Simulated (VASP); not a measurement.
# AlBN (P4/mmm) in VASP: a series of runs, part 2 of 2

VASP 6.6.1. The steps go on from the part before.

## 3. Relaxation of cell and atoms, PBE

This run uses another cell than the first one, of 15.10 Å³/atom, 1.331 times its volume.

File INCAR:

```
ALGO = Normal ; EDIFF = 1E-6
EDIFFG = -0.04 ; ENCUT = 600
GGA = PE ; IBRION = 2
ISIF = 3 ; ISMEAR = 0
LASPH = True ; LCHARG = False
LREAL = False ; LWAVE = False
NELM = 60 ; NSW = 90
PREC = Accurate ; SIGMA = 0.1
```

File KPOINTS:

```
k-points
0
Gamma
  4 4 6
```

File POSCAR:

```
AlBN
1.0
    4.1125264035      0.0000000000      0.0000000000
    0.0000000000      4.1125264035      0.0000000000
    0.0000000000      0.0000000000      2.6788320950
Al B N
1 1 1
Direct
    0.0000000000      0.0000000000      0.0000000000
    0.5000000000      0.5000000000      0.0000000000
    0.5000000000      0.5000000000      0.5000000000
```

Potentials or basis: VASP PAW PBE potentials, release 64 (Al, B, N).

Command:

```bash
cat potpaw_PBE.64/Al/POTCAR potpaw_PBE.64/B/POTCAR potpaw_PBE.64/N/POTCAR > POTCAR
mpirun -np 1 vasp_std > vasp.out
```

OUTCAR:

```text
EDIFF = 1E-6
   EDIFFG = -0.04
   ENCUT = 600
   GGA = PE
   IBRION = 2
   ISIF = 3
   ISMEAR = 0
   LASPH = True
   LREAL = False
   NELM = 60
   NSW = 90
   PREC = Accurate

 ion  position               nearest neighbor table
   1  0.000  0.000  0.000-
   2  0.500  0.500  0.000-   3 1.34   3 1.34
   3  0.500  0.500  0.500-   2 1.34   2 1.34

  LATTYP: Found a simple tetragonal cell.
 ALAT       =     4.1125264035
 C/A-ratio  =     0.6513835614

  Lattice vectors:

 A1 = (   4.1125264035,   0.0000000000,   0.0000000000)
 A2 = (   0.0000000000,   4.1125264035,   0.0000000000)
 A3 = (   0.0000000000,   0.0000000000,   2.6788320950)

Analysis of symmetry for initial positions (statically):
=====================================================================
 Subroutine PRICEL returns:
 Original cell was already a primitive cell.

 Routine SETGRP: Setting up the symmetry group for a
 simple tetragonal supercell.

 Subroutine GETGRP returns: Found 16 space group operations
 (whereof 16 operations were pure point group operations)
 out of a pool of 16 trial point group operations.

The static configuration has the point symmetry D_4h.

Analysis of symmetry for dynamics (positions and initial velocities):
=====================================================================
 Subroutine PRICEL returns:
 Original cell was already a primitive cell.

 Routine SETGRP: Setting up the symmetry group for a
 simple tetragonal supercell.

 Subroutine GETGRP returns: Found 16 space group operations
 (whereof 16 operations were pure point group operations)
 out of a pool of 16 trial point group operations.

The dynamic configuration has the point symmetry D_4h.

 Subroutine INISYM returns: Found 16 space group operations
 (whereof 16 operations are pure point group operations),
 and found     1 'primitive' translations

----------------------------------------------------------------------------------------

                                     Primitive cell

  volume of cell :      45.3067

  direct lattice vectors                    reciprocal lattice vectors
     4.112526404  0.000000000  0.000000000     0.243159533  0.000000000  0.000000000
     0.000000000  4.112526404  0.000000000     0.000000000  0.243159533  0.000000000
     0.000000000  0.000000000  2.678832095     0.000000000  0.000000000  0.373297006

  length of vectors
     4.112526404  4.112526404  2.678832095     0.243159533  0.243159533  0.373297006

  position of ions in fractional coordinates (direct lattice)
     0.000000000  0.000000000  0.000000000
     0.500000000  0.500000000  0.000000000
     0.500000000  0.500000000  0.500000000

  ion indices of the primitive-cell ions
   primitive index   ion index
                 1           1
                 2           2
                 3           3

----------------------------------------------------------------------------------------

 KPOINTS: k-points

Automatic generation of k-mesh.
 Grid dimensions read from file:
 generate k-points for:    4    4    6

 Generating k-lattice:

  Cartesian coordinates                     Fractional coordinates (reciprocal lattice)
     0.060789883  0.000000000  0.000000000     0.250000000  0.000000000  0.000000000
     0.000000000  0.060789883  0.000000000     0.000000000  0.250000000  0.000000000
     0.000000000  0.000000000  0.062216168     0.000000000  0.000000000  0.166666667

  Length of vectors
     0.060789883  0.060789883  0.062216168

  Shift w.r.t. Gamma in fractional coordinates (k-lattice)
     0.000000000  0.000000000  0.000000000

 Subroutine IBZKPT returns following result:
 ===========================================

 Found     24 irreducible k-points:

 Following reciprocal coordinates:
            Coordinates               Weight
  0.000000  0.000000  0.000000      1.000000
  0.250000  0.000000  0.000000      4.000000
  0.500000  0.000000  0.000000      2.000000
  0.250000  0.250000  0.000000      4.000000
  0.500000  0.250000  0.000000      4.000000
  0.500000  0.500000  0.000000      1.000000
[... 16 lines left out ...]
  0.500000  0.250000  0.500000      4.000000
  0.500000  0.500000  0.500000      1.000000
   k-points           NKPTS =     24   k-points in BZ     NKDIM =     24   number of bands    NBANDS=      9
   number of dos      NEDOS =    301   number of ions     NIONS =      3
   total plane-waves  NPLWV =  31104
   dimension x,y,z NGX =    36 NGY =   36 NGZ =   24
   dimension x,y,z NGXF=    72 NGYF=   72 NGZF=   48
   ions per type =               1   1   1
   NGX,Y,Z   is equivalent  to a cutoff of  14.55, 14.55, 14.89 a.u.
   NGXF,Y,Z  is equivalent  to a cutoff of  29.11, 29.11, 29.79 a.u.
 SYSTEM =  unknown system
   PREC   = accura    normal or accurate (medium, high low for compatibility)
   ISTART =      0    job   : 0-new  1-cont  2-samecut
   ICHARG =      2    charge: 1-file 2-atom 10-const
   ISPIN  =      1    spin polarized calculation?
   LNONCOLLINEAR =      F non collinear calculations
   LSORBIT =      F    spin-orbit coupling
   LASPH  =      T    aspherical Exc in radial PAW
   ENCUT  =  600.0 eV  44.10 Ry    6.64 a.u.   8.21  8.21  5.35*2*pi/ulx,y,z
   NELM   =     60;   NELMIN=  2; NELMDL= -5     # of ELM steps
   EDIFF  = 0.1E-05   stopping-criterion for ELM
   LREAL  =      F    real-space projection
   EDIFFG = -.4E-01   stopping-criterion for IOM
   NSW    =     90    number of steps for IOM
   IBRION =      2    ionic relax: 0-MD 1-quasi-New 2-CG
   NFREE  =      1    steps in history (QN), initial steepest desc. (CG)
   ISIF   =      3    stress and relaxation
   ISYM   =      2    0-nonsym 1-usesym 2-fastsym
   POTIM  = 0.5000    time-step for ionic-motion
   TEBEG  =    0.0;   TEEND  =   0.0 temperature during run
   PSTRESS=    0.0 pullay stress
   NELECT =      11.0000    total number of electrons
   NUPDOWN=      -1.0000    fix difference up-down
   EMIN   =  10.00;   EMAX   =-10.00  energy-range for DOS
   EFERMI =   0.00;   METHOD = LEGACY
   ISMEAR =     0;   SIGMA  =   0.10  broadening in eV -4-tet -1-fermi 0-gaus
   EFERMI_NEDOS =   21; number of points for ismear=-14 and -15
   IALGO  =     38    algorithm
   IMIX   =      4    mixing-type and parameters
     AMIX     =   0.40;   BMIX     =  1.00
     AMIX_MAG =   1.60;   BMIX_MAG =  1.00
  volume/ion in A,a.u.               =      15.10       101.92
  Fermi-wavevector in a.u.,A,eV,Ry     =   1.021296  1.929969 14.191483  1.043045
  Thomas-Fermi vector in A             =   2.154912
   LORBIT       =      0    0 simple, 1 ext, 2 COOP (PROOUT), +10 PAW based schemes
   GGA     = PE    functional components
   LHFCALC =     F    Hartree Fock is set to
   AEXX    =    0.0000 exact exchange contribution
   IVDW    =     0    specifies the selected vdW correction
   LEPSILON=     F    determine dielectric tensor
   LRPA    =     F    only Hartree local field effects (RPA)
 conjugate gradient relaxation of ions
 non-spin polarized calculation
 Gauss-broadening in eV      SIGMA  =   0.10
  energy-cutoff  :      600.00
  volume of cell :       45.31
 maximum number of plane-waves:      1543
 NGX is ok and might be reduce to    36
   NGX = 17   NGY = 17   NGZ = 11

--------------------------------------- Ionic step        1  -------------------------------------------

 number of electron      10.9999999 magnetization

 Free energy of the ion-electron system (eV)
  ---------------------------------------------------
  ext. energy  EPLUGINS =         0.00000000
  ---------------------------------------------------
  free energy    TOTEN  =       -17.92084993 eV

  energy without entropy =      -17.91210525  energy(sigma->0) =      -17.91647759

------------------------ aborting loop because EDIFF is reached ----------------------------------------

  FORCE on cell =-STRESS in cart. coord.  units (eV):
  Direction    XX          YY          ZZ          XY          YZ          ZX
  --------------------------------------------------------------------------------------
  -------------------------------------------------------------------------------------
  Total        1.0959637      1.0959637     -1.4118640      0.0000000      0.0000000     -0.0000000
  in kB       38.7564399     38.7564399    -49.9275858      0.0000000      0.0000000     -0.0000000
  external PRESSURE =       9.1950980 kB  Pullay stress =       0.0000000 kB
[... 92 lines left out ...]
  FREE ENERGIE OF THE ION-ELECTRON SYSTEM (eV)
  ---------------------------------------------------
  free  energy   TOTEN  =       -17.9428293568 eV

  energy  without entropy=      -17.9351208647  energy(sigma->0) =      -17.93897511

[... ionic steps 4 to 7 ...]

--------------------------------------- Ionic step        8  -------------------------------------------

 number of electron      10.9999999 magnetization

------------------------ aborting loop because EDIFF is reached ----------------------------------------
[... 69 lines left out ...]
--------------------------------------- Ionic step       10  -------------------------------------------

 number of electron      10.9999999 magnetization

 Free energy of the ion-electron system (eV)
  ---------------------------------------------------
  ext. energy  EPLUGINS =         0.00000000
  ---------------------------------------------------
  free energy    TOTEN  =       -17.99725915 eV

  energy without entropy =      -17.99192638  energy(sigma->0) =      -17.99459276

 E-fermi :   3.5401     XC(G=0):  -8.6728

 val. band max:        3.3894873324   @ k =   0.2500   0.0000   0.0000
 cond. band min:       3.5408308379   @ k =   0.5000   0.2500   0.1667
 fundamental gap:      0.1513435055
 Fermi energy:         3.5400746936

 k-point     1 :       0.0000    0.0000    0.0000
  band No.  band energies     occupation
      1     -14.5378      2.00000
      2      -5.9183      2.00000
      3      -2.9890      2.00000
      4      -2.8638      2.00000
      5      -2.8638      2.00000
      6       5.3674      0.00000
      7       5.3674      0.00000
      8       6.3766      0.00000
      9       7.4941      0.00000
[... 304 lines left out ...]
  FREE ENERGIE OF THE ION-ELECTRON SYSTEM (eV)
  ---------------------------------------------------
  free  energy   TOTEN  =       -17.9972591482 eV

  energy  without entropy=      -17.9919263768  energy(sigma->0) =      -17.99459276

 reached required accuracy - stopping structural energy minimisation
```

OSZICAR:

```text
N       E                     dE             d eps       ncg     rms          rms(c)
DAV:   1     0.378336442638E+02    0.37834E+02   -0.49122E+03   432   0.103E+03
DAV:   2    -0.170313393484E+02   -0.54865E+02   -0.52599E+02   604   0.185E+02
DAV:   3    -0.204524562795E+02   -0.34211E+01   -0.34069E+01   545   0.565E+01
[... 79 lines left out ...]
DAV:   1    -0.179975073136E+02   -0.40516E-03   -0.83837E-03   437   0.828E-01    0.790E-02
DAV:   2    -0.179972940004E+02    0.21331E-03   -0.72286E-04   574   0.209E-01    0.352E-02
DAV:   3    -0.179972635546E+02    0.30446E-04   -0.89448E-05   548   0.775E-02    0.150E-02
DAV:   4    -0.179972592217E+02    0.43329E-05   -0.12122E-05   493   0.259E-02    0.404E-03
DAV:   5    -0.179972591482E+02    0.73529E-07   -0.12562E-06   216   0.905E-03
  10 F= -.17997259E+02 E0= -.17994593E+02  d E =-.703656E-04
```

CONTCAR:

```text
AlBN
   1.00000000000000
     4.3799386852585522    0.0000000000000000   -0.0000000000000000
     0.0000000000000000    4.3799386852585522   -0.0000000000000000
     0.0000000000000000   -0.0000000000000000    2.6568072328378354
  Al              B               N
     1     1     1
Direct
     0.0000000000000000    0.0000000000000000    0.0000000000000000
     0.5000000000000000    0.5000000000000000    0.0000000000000000
     0.5000000000000000    0.5000000000000000    0.5000000000000000

  0.00000000E+00  0.00000000E+00  0.00000000E+00
  0.00000000E+00  0.00000000E+00  0.00000000E+00
  0.00000000E+00  0.00000000E+00  0.00000000E+00
```

It took 27 s on 1 thread of Intel Xeon 6975P-C (Granite Rapids), shared host; peak memory 0.18 GiB.

What came out:

```
Free energy                            : -17.9973 eV
Relaxed volume                         : 16.99 Å³/atom
Relaxed cell                           : a = 4.380 Å, b = 4.380 Å, c = 2.657 Å, α = 90.00°, β = 90.00°, γ = 90.00°
Space group after relaxing (to 0.05 Å) : P4/mmm (No. 123)
Energy gained by relaxing              : 25.5 meV/atom
Ionic steps                            : 10
Pressure after relaxing                : -0.1 GPa
```

Step by step:
| step | energy change (eV) | largest force (eV/Å) | pressure (GPa) | volume (Å³) |
| --- | --- | --- | --- | --- |
| 1 | 0.0000 | 0.0000 | 0.92 | 45.31 |
| 2 | -0.0122 | 0.0000 | 6.24 | 45.85 |
| 3 | -0.0220 | 0.0000 | 4.02 | 45.64 |
| 4 | -0.0507 | 0.0000 | 2.65 | 47.21 |
| 5 | -0.0742 | 0.0000 | -0.43 | 52.09 |
| 6 | -0.0763 | 0.0000 | 0.06 | 51.10 |
| 7 | -0.0764 | 0.0000 | 0.19 | 50.87 |
| 8 | -0.0763 | 0.0000 | 0.12 | 50.98 |
| 9 | -0.0763 | 0.0000 | -0.28 | 50.95 |
| 10 | -0.0764 | 0.0000 | -0.05 | 50.97 |

Final structure:
```cif
data_structure
_symmetry_space_group_name_H-M 'P 1'
_symmetry_Int_Tables_number 1
_cell_length_a 4.3799
_cell_length_b 4.3799
_cell_length_c 2.6568
_cell_angle_alpha 90.000
_cell_angle_beta 90.000
_cell_angle_gamma 90.000
_cell_volume 50.97
loop_
_atom_site_label
_atom_site_type_symbol
_atom_site_fract_x
_atom_site_fract_y
_atom_site_fract_z
_atom_site_occupancy
Al1 Al 0.00000 0.00000 0.00000 1
B1 B 0.50000 0.50000 0.00000 1
N1 N 0.50000 0.50000 0.50000 1
```

Caveat: the k points lie up to 0.39 Å⁻¹ apart in the final cell.
